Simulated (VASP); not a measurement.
# Ge5Sb (P-43m) in VASP: further runs, part 2 of 2

VASP 6.6.1. Earlier steps stand in the parts before.

### Step 3. Single point, PBE

This run uses another cell than the first one, of 34.50 Å³/atom.

INCAR reads:

```
  ALGO = Normal
  EDIFF = 1E-6
  ENCUT = 520
  GGA = PE
  ISIF = 2
  ISMEAR = 0
  LASPH = True
  LCHARG = False
  LREAL = False
  LWAVE = False
  NBANDS = 46
  NELM = 80
  PREC = Accurate
  SIGMA = 0.1
```

KPOINTS reads:

```
k-points
0
Gamma
  4 4 4
```

POSCAR reads:

```
Ge5Sb
1.0
    5.9155832106      0.0000000000      0.0000000000
    0.0000000000      5.9155832106      0.0000000000
    0.0000000000      0.0000000000      5.9155832106
Ge Sb
5 1
Direct
    0.7394559541      0.7394559541      0.7394559541
    0.2605440459      0.2605440459      0.7394559541
    0.2605440459      0.7394559541      0.2605440459
    0.7394559541      0.2605440459      0.2605440459
    0.5000000000      0.5000000000      0.5000000000
    0.0000000000      0.0000000000      0.0000000000
```

Potentials or basis: VASP PAW PBE potentials, release 64 (Ge_d, Sb).

Launch:

```sh
$ cat potpaw_PBE.64/Ge_d/POTCAR potpaw_PBE.64/Sb/POTCAR > POTCAR
$ mpirun -np 1 vasp_std > vasp.out
```

OUTCAR:

```text
EDIFF = 1E-6
   ENCUT = 520
   GGA = PE
   ISIF = 2
   ISMEAR = 0
   LASPH = True
   LREAL = False
   NELM = 80
   PREC = Accurate

 ion  position               nearest neighbor table
   1  0.739  0.739  0.739-   5 2.45   6 2.67
   2  0.261  0.261  0.739-   5 2.45   6 2.67
   3  0.261  0.739  0.261-   5 2.45   6 2.67
   4  0.739  0.261  0.261-   5 2.45   6 2.67
   5  0.500  0.500  0.500-   1 2.45   2 2.45   3 2.45   4 2.45
   6  0.000  0.000  0.000-   1 2.67   2 2.67   3 2.67   4 2.67

  LATTYP: Found a simple cubic cell.
 ALAT       =     5.9155832106

  Lattice vectors:

 A1 = (   5.9155832106,   0.0000000000,   0.0000000000)
 A2 = (   0.0000000000,   5.9155832106,   0.0000000000)
 A3 = (   0.0000000000,   0.0000000000,   5.9155832106)

Analysis of symmetry for initial positions (statically):
=====================================================================
 Subroutine PRICEL returns:
 Original cell was already a primitive cell.

 Routine SETGRP: Setting up the symmetry group for a
 simple cubic supercell.

 Subroutine GETGRP returns: Found 24 space group operations
 (whereof 24 operations were pure point group operations)
 out of a pool of 48 trial point group operations.

The static configuration has the point symmetry T_d .

Analysis of symmetry for dynamics (positions and initial velocities):
=====================================================================
 Subroutine PRICEL returns:
 Original cell was already a primitive cell.

 Routine SETGRP: Setting up the symmetry group for a
 simple cubic supercell.

 Subroutine GETGRP returns: Found 24 space group operations
 (whereof 24 operations were pure point group operations)
 out of a pool of 48 trial point group operations.

The dynamic configuration has the point symmetry T_d .

 Subroutine INISYM returns: Found 24 space group operations
 (whereof 24 operations are pure point group operations),
 and found     1 'primitive' translations

----------------------------------------------------------------------------------------

                                     Primitive cell

  volume of cell :     207.0107

  direct lattice vectors                    reciprocal lattice vectors
     5.915583211  0.000000000  0.000000000     0.169045040  0.000000000  0.000000000
     0.000000000  5.915583211  0.000000000     0.000000000  0.169045040  0.000000000
     0.000000000  0.000000000  5.915583211     0.000000000  0.000000000  0.169045040

  length of vectors
     5.915583211  5.915583211  5.915583211     0.169045040  0.169045040  0.169045040

  position of ions in fractional coordinates (direct lattice)
     0.739455954  0.739455954  0.739455954
     0.260544046  0.260544046  0.739455954
     0.260544046  0.739455954  0.260544046
     0.739455954  0.260544046  0.260544046
     0.500000000  0.500000000  0.500000000
     0.000000000  0.000000000  0.000000000

  ion indices of the primitive-cell ions
   primitive index   ion index
                 1           1
[... 28 lines left out ...]
 ===========================================

 Found     10 irreducible k-points:

 Following reciprocal coordinates:
            Coordinates               Weight
  0.000000  0.000000  0.000000      1.000000
  0.250000  0.000000  0.000000      6.000000
  0.500000  0.000000  0.000000      3.000000
  0.250000  0.250000  0.000000     12.000000
  0.500000  0.250000  0.000000     12.000000
  0.500000  0.500000  0.000000      3.000000
  0.250000  0.250000  0.250000      8.000000
  0.500000  0.250000  0.250000     12.000000
  0.500000  0.500000  0.250000      6.000000
  0.500000  0.500000  0.500000      1.000000
   k-points           NKPTS =     10   k-points in BZ     NKDIM =     10   number of bands    NBANDS=     46
   number of dos      NEDOS =    301   number of ions     NIONS =      6
   total plane-waves  NPLWV = 110592
   dimension x,y,z NGX =    48 NGY =   48 NGZ =   48
   dimension x,y,z NGXF=    96 NGYF=   96 NGZF=   96
   ions per type =               5   1
   NGX,Y,Z   is equivalent  to a cutoff of  13.49, 13.49, 13.49 a.u.
   NGXF,Y,Z  is equivalent  to a cutoff of  26.98, 26.98, 26.98 a.u.
 SYSTEM =  unknown system
   PREC   = accura    normal or accurate (medium, high low for compatibility)
   ISTART =      0    job   : 0-new  1-cont  2-samecut
   ICHARG =      2    charge: 1-file 2-atom 10-const
   ISPIN  =      1    spin polarized calculation?
   LNONCOLLINEAR =      F non collinear calculations
   LSORBIT =      F    spin-orbit coupling
   LASPH  =      T    aspherical Exc in radial PAW
   ENCUT  =  520.0 eV  38.22 Ry    6.18 a.u.  11.00 11.00 11.00*2*pi/ulx,y,z
   NELM   =     80;   NELMIN=  2; NELMDL= -5     # of ELM steps
   EDIFF  = 0.1E-05   stopping-criterion for ELM
   LREAL  =      F    real-space projection
   EDIFFG = 0.1E-04   stopping-criterion for IOM
   NSW    =      0    number of steps for IOM
   IBRION =     -1    ionic relax: 0-MD 1-quasi-New 2-CG
   NFREE  =      0    steps in history (QN), initial steepest desc. (CG)
   ISIF   =      2    stress and relaxation
   ISYM   =      2    0-nonsym 1-usesym 2-fastsym
   POTIM  = 0.5000    time-step for ionic-motion
   TEBEG  =    0.0;   TEEND  =   0.0 temperature during run
   PSTRESS=    0.0 pullay stress
   NELECT =      75.0000    total number of electrons
   NUPDOWN=      -1.0000    fix difference up-down
   EMIN   =  10.00;   EMAX   =-10.00  energy-range for DOS
   EFERMI =   0.00;   METHOD = LEGACY
   ISMEAR =     0;   SIGMA  =   0.10  broadening in eV -4-tet -1-fermi 0-gaus
   EFERMI_NEDOS =   21; number of points for ismear=-14 and -15
   IALGO  =     38    algorithm
   IMIX   =      4    mixing-type and parameters
     AMIX     =   0.40;   BMIX     =  1.00
     AMIX_MAG =   1.60;   BMIX_MAG =  1.00
  volume/ion in A,a.u.               =      34.50       232.83
  Fermi-wavevector in a.u.,A,eV,Ry     =   1.167072  2.205446 18.531914  1.362057
  Thomas-Fermi vector in A             =   2.303577
   LORBIT       =      0    0 simple, 1 ext, 2 COOP (PROOUT), +10 PAW based schemes
   GGA     = PE    functional components
   LHFCALC =     F    Hartree Fock is set to
   AEXX    =    0.0000 exact exchange contribution
   IVDW    =     0    specifies the selected vdW correction
   LEPSILON=     F    determine dielectric tensor
   LRPA    =     F    only Hartree local field effects (RPA)
 non-spin polarized calculation
 Gauss-broadening in eV      SIGMA  =   0.10
  energy-cutoff  :      520.00
  volume of cell :      207.01
 maximum number of plane-waves:      5616
 NGX is ok and might be reduce to    48
   NGX = 21   NGY = 21   NGZ = 21

 number of electron      75.0000017 magnetization

 Free energy of the ion-electron system (eV)
  ---------------------------------------------------
  ext. energy  EPLUGINS =         0.00000000
  ---------------------------------------------------
  free energy    TOTEN  =       -20.43695074 eV

  energy without entropy =      -20.41133003  energy(sigma->0) =      -20.42414039

 E-fermi :   2.4301     XC(G=0):  -8.3140

 val. band max:        2.3888320687   @ k =   0.5000   0.0000   0.0000
 cond. band min:       2.4455774313   @ k =   0.5000   0.5000   0.2500
 fundamental gap:      0.0567453626
 Fermi energy:         2.4301191420

 k-point     1 :       0.0000    0.0000    0.0000
  band No.  band energies     occupation
      1     -22.5159      2.00000
      2     -22.5159      2.00000
      3     -22.5159      2.00000
      4     -22.4725      2.00000
      5     -22.4725      2.00000
      6     -22.4706      2.00000
[... 479 lines left out ...]
     45       4.2408      0.00000
     46       7.4700      0.00000

------------------------ aborting loop because EDIFF is reached ----------------------------------------

  FORCE on cell =-STRESS in cart. coord.  units (eV):
  Direction    XX          YY          ZZ          XY          YZ          ZX
  --------------------------------------------------------------------------------------
  -------------------------------------------------------------------------------------
  Total        0.5242572      0.5242572      0.5242572      0.0000000     -0.0000000      0.0000000
  in kB        4.0575350      4.0575350      4.0575350      0.0000000     -0.0000000      0.0000000
  external PRESSURE =       4.0575350 kB  Pullay stress =       0.0000000 kB

 VOLUME and BASIS-vectors are now :
 -----------------------------------------------------------------------------
  energy-cutoff  :      520.00
  volume of cell :      207.01
      direct lattice vectors                 reciprocal lattice vectors
     5.915583211  0.000000000  0.000000000     0.169045040  0.000000000  0.000000000
     0.000000000  5.915583211  0.000000000     0.000000000  0.169045040  0.000000000
     0.000000000  0.000000000  5.915583211     0.000000000  0.000000000  0.169045040

 POSITION                                       TOTAL-FORCE (eV/Angst)
 -----------------------------------------------------------------------------------
      4.37431      4.37431      4.37431         0.013002      0.013002      0.013002
      1.54127      1.54127      4.37431        -0.013002     -0.013002      0.013002
      1.54127      4.37431      1.54127        -0.013002      0.013002     -0.013002
      4.37431      1.54127      1.54127         0.013002     -0.013002     -0.013002
      2.95779      2.95779      2.95779        -0.000000      0.000000      0.000000
      0.00000      0.00000      0.00000        -0.000000      0.000000      0.000000
 -----------------------------------------------------------------------------------
    total drift:                                0.000000      0.000000     -0.000000

  FREE ENERGIE OF THE ION-ELECTRON SYSTEM (eV)
  ---------------------------------------------------
  free  energy   TOTEN  =       -20.4369507433 eV

  energy  without entropy=      -20.4113300308  energy(sigma->0) =      -20.42414039
```

OSZICAR:

```text
N       E                     dE             d eps       ncg     rms          rms(c)
DAV:   1     0.809804807719E+03    0.80980E+03   -0.36335E+04  1086   0.351E+03
DAV:   2     0.125486136104E+03   -0.68432E+03   -0.66676E+03   920   0.974E+02
DAV:   3    -0.104707625241E+02   -0.13596E+03   -0.13298E+03  1044   0.224E+02
DAV:   4    -0.204285965788E+02   -0.99578E+01   -0.98037E+01  1044   0.688E+01
DAV:   5    -0.207153206152E+02   -0.28672E+00   -0.28661E+00  1028   0.130E+01    0.426E+00
DAV:   6    -0.204715908462E+02    0.24373E+00   -0.44810E-01  1184   0.119E+01    0.246E+00
DAV:   7    -0.204392562335E+02    0.32335E-01   -0.24696E-01  1054   0.310E+00    0.668E-01
DAV:   8    -0.204361519788E+02    0.31043E-02   -0.36749E-02  1094   0.426E+00    0.227E-01
DAV:   9    -0.204368645259E+02   -0.71255E-03   -0.11272E-02  1254   0.910E-01    0.907E-02
DAV:  10    -0.204368897813E+02   -0.25255E-04   -0.10263E-03  1418   0.408E-01    0.603E-02
DAV:  11    -0.204369295139E+02   -0.39733E-04   -0.35319E-04  1150   0.356E-01    0.273E-02
DAV:  12    -0.204369465368E+02   -0.17023E-04   -0.47698E-04  1084   0.348E-01    0.851E-03
DAV:  13    -0.204369500777E+02   -0.35409E-05   -0.41966E-05  1104   0.700E-02    0.336E-03
DAV:  14    -0.204369507433E+02   -0.66560E-06   -0.88038E-06   970   0.479E-02
   1 F= -.20436951E+02 E0= -.20424140E+02  d E =-.256207E-01
```

Run time: 76 s. Hardware: 1 thread of AMD EPYC 9R45 (Zen 5), shared host; peak memory 0.32 GiB.

Results:

* Free energy: -20.4370 eV
* Pressure: 0.4 GPa
* Largest force: 0.023 eV/Å
* Band gap on the k mesh: zero (an odd number of electrons rules out a gap without spin polarisation)

Forces in eV/Å, atoms in the order of the input:
```
Ge   0.013  0.013  0.013
Ge  -0.013 -0.013  0.013
Ge  -0.013  0.013 -0.013
Ge   0.013 -0.013 -0.013
Ge   0.000  0.000  0.000
Sb   0.000  0.000  0.000
```

Caveat: spin-orbit coupling is left out, which moves the levels of the heavy elements.

### Step 4. Relaxation of cell and atoms, PBE

INCAR reads:

```
SYSTEM = Ge5Sb
  PREC = Accurate
  ENCUT = 600
  EDIFF = 1E-7
  ISMEAR = 0
  SIGMA = 0.1
  LREAL = .FALSE.
  LASPH = .TRUE.
  NELM = 60
  ALGO = Normal
  ISIF = 3
  LWAVE = .FALSE.
  LCHARG = .FALSE.
  GGA = PE
  IBRION = 2
  NSW = 90
  EDIFFG = -0.04
```

KPOINTS reads:

```
Automatic mesh
0
G
  4 4 4
  0 0 0
```

POSCAR reads:

```
Ge5Sb
1.0
    5.2572389400      0.0000000000      0.0000000000
    0.0000000000      5.2572389400      0.0000000000
    0.0000000000      0.0000000000      5.2572389400
Ge Sb
5 1
Direct
    0.7778722100      0.7778722100      0.7778722100
    0.2221277900      0.2221277900      0.7778722100
    0.2221277900      0.7778722100      0.2221277900
    0.7778722100      0.2221277900      0.2221277900
    0.5000000000      0.5000000000      0.5000000000
    0.0000000000      0.0000000000      0.0000000000
```

Launch:

```sh
$ cat potpaw_PBE.64/Ge_d/POTCAR potpaw_PBE.64/Sb/POTCAR > POTCAR
$ mpirun -np 1 vasp_std > vasp.out
```

Wall time 8.7 min (1 thread of AMD EPYC 9R45 (Zen 5), shared host); peak memory 0.27 GiB.

Results (log left out):

| Item | Value |
| --- | --- |
| Free energy | -20.4242 eV |
| Relaxed volume | 34.87 Å³/atom |
| Relaxed cell | a = 5.936 Å, b = 5.936 Å, c = 5.936 Å, α = 90.00°, β = 90.00°, γ = 90.00° |
| Space group after relaxing (to 0.1 Å) | P-43m (No. 215) |
| Energy gained by relaxing | 2023.1 meV/atom |
| Ionic steps | 11 |
| Pressure after relaxing | 0.0 GPa |
| Largest force after relaxing | 0.031 eV/Å |
| Band gap on the k mesh | zero (an odd number of electrons rules out a gap without spin polarisation) |

Forces on the atoms (eV/Å):
```
Ge   0.018  0.018  0.018
Ge  -0.018 -0.018  0.018
Ge  -0.018  0.018 -0.018
Ge   0.018 -0.018 -0.018
Ge   0.000  0.000  0.000
Sb   0.000  0.000  0.000
```

Step by step:
```tsv
step	energy change (eV)	largest force (eV/Å)	pressure (GPa)	volume (Å³)
1	0.0000	15.0386	41.35	145.30
2	-8.9068	1.5408	-1.35	320.33
3	-9.4361	1.5008	-1.70	302.46
4	-9.9604	1.4534	-1.99	285.96
5	-12.0843	0.5424	0.34	207.76
6	-12.0574	0.0220	2.13	195.89
7	-12.1010	0.3930	0.84	203.83
8	-12.1019	0.3336	1.02	202.53
9	-12.1350	0.1305	0.16	207.82
10	-12.1374	0.0661	-0.12	209.75
11	-12.1383	0.0308	-0.05	209.21
```

Final structure:
```
CELL_PARAMETERS angstrom
5.93644 0.00000 0.00000
0.00000 5.93644 0.00000
0.00000 0.00000 5.93644
ATOMIC_POSITIONS crystal
Ge 0.73934 0.73934 0.73934
Ge 0.26066 0.26066 0.73934
Ge 0.26066 0.73934 0.26066
Ge 0.73934 0.26066 0.26066
Ge 0.50000 0.50000 0.50000
Sb 0.00000 0.00000 0.00000
```

Levels at points of the mesh, in eV from the Fermi level:
```csv
k point,band 34,band 35,band 36,band 37,band 38,band 39,band 40,band 41
"(0.00, 0.00, 0.00)",-3.21,-1.68,-1.68,0.75,0.75,0.75,0.90,0.90
"(0.50, 0.00, 0.00)",-0.90,-0.90,-0.85,-0.68,-0.05,-0.05,0.42,0.44
"(0.50, 0.50, 0.00)",-1.64,-1.62,-1.57,-1.57,0.89,0.89,1.10,1.27
"(0.50, 0.50, 0.50)",-3.29,-0.39,-0.39,-0.39,1.39,1.39,1.50,1.50
```

Caveat: the volume moved by over 15 % at a fixed basis, so the end points are rough; spin-orbit coupling is left out, which moves the levels of the heavy elements.

### Step 5. Overview

| task | cell | cutoff (eV) | gap on the mesh (eV) | pressure (GPa) | largest force (eV/Å) |
| --- | --- | --- | --- | --- | --- |
| single point | a = 5.257 Å, 6 atoms, atomic positions A | 520 | none | 41.3 | 15.04 |
| single point | a = 5.916 Å, 6 atoms, atomic positions B | 520 | none | 0.4 | 0.02 |
| relaxation of cell and atoms | relaxed from a = 5.257 Å, 6 atoms, atomic positions A | 600 | none | 0.0 | 0.03 |

Alike in all rows: level PBE; potentials or basis VASP PAW PBE potentials, release 64 (Ge_d, Sb); no spin polarisation; k mesh 4 × 4 × 4; smearing gaussian 0.1 eV.

Caveats: spin-orbit coupling is left out, which moves the levels of the heavy elements; the cell stands under pressure (at least some runs); forces of over 1 eV/Å act on the atoms, so gaps and moduli don't describe the material at rest (at least some runs); the volume moved by over 15 % at a fixed basis, so the end points are rough (at least some runs).

Absolute energies hang on the potentials; compare differences alone.
